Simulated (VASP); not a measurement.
Wanted: the native input for a VASP 6.6.1 run.

```
Task                   : single point
Functional             : PBE
Potentials or basis    : VASP PAW PBE potentials, release 64 (Ca_sv)
Cutoff                 : 520 eV
k mesh                 : 14 × 14 × 14
Occupations            : gaussian, width 0.15 eV
Spin                   : no spin polarisation
Dipole correction      : no
Further INCAR settings : ALGO = Normal; EDIFF = 1e-06; NBANDS = 11
```

The structure of Ca lies in POSCAR:

```
Ca
1.0
    0.0000000000      2.9059680000      2.9059680000
    2.9059680000      0.0000000000      2.9059680000
    2.9059680000      2.9059680000      0.0000000000
Ca
1
Direct
    0.0000000000      0.0000000000      0.0000000000
```

This cell differs from its parent crystal: strain +0.040 along x and y, +0.040 along z.

These files were run (other wordings do the same):

INCAR

```
PREC     = Accurate       # precision mode
ENCUT    = 520            # plane-wave cutoff, eV
EDIFF    = 1E-6           # SCF threshold, eV
ISMEAR   = 0              # smearing method
SIGMA    = 0.15           # smearing width, eV
LREAL    = False          # projectors in reciprocal space
LASPH    = True           # aspherical terms in the spheres
NELM     = 60             # most SCF steps
ALGO     = Normal         # electronic algorithm
ISIF     = 2              # what is computed and relaxed
LWAVE    = False          # write WAVECAR
LCHARG   = True           # write CHGCAR
GGA      = PE             # functional
LELF     = True           # ELF
LVHAR    = True         
NBANDS   = 11             # bands
```

KPOINTS

```
regular mesh
0
Gamma
  14 14 14
```

Potentials or basis: VASP PAW PBE potentials, release 64 (Ca_sv).

The run is started by

```bash
$ cat potpaw_PBE.64/Ca_sv/POTCAR > POTCAR
$ mpirun -np 1 vasp_std > vasp.out
```

It gave:

```yaml
Pressure: -2.0 GPa
Band_gap_on_the_k_mesh: zero (bands 5 and 6 overlap by 0.47 eV)
```

Caveat: the cell differs from its parent crystal (strain +0.040 along x and y, +0.040 along z).

It took 24 s on 1 thread of Intel(R) Xeon(R) Platinum 8559C (Emerald Rapids), with other jobs on the host, peak memory 0.2 GiB.
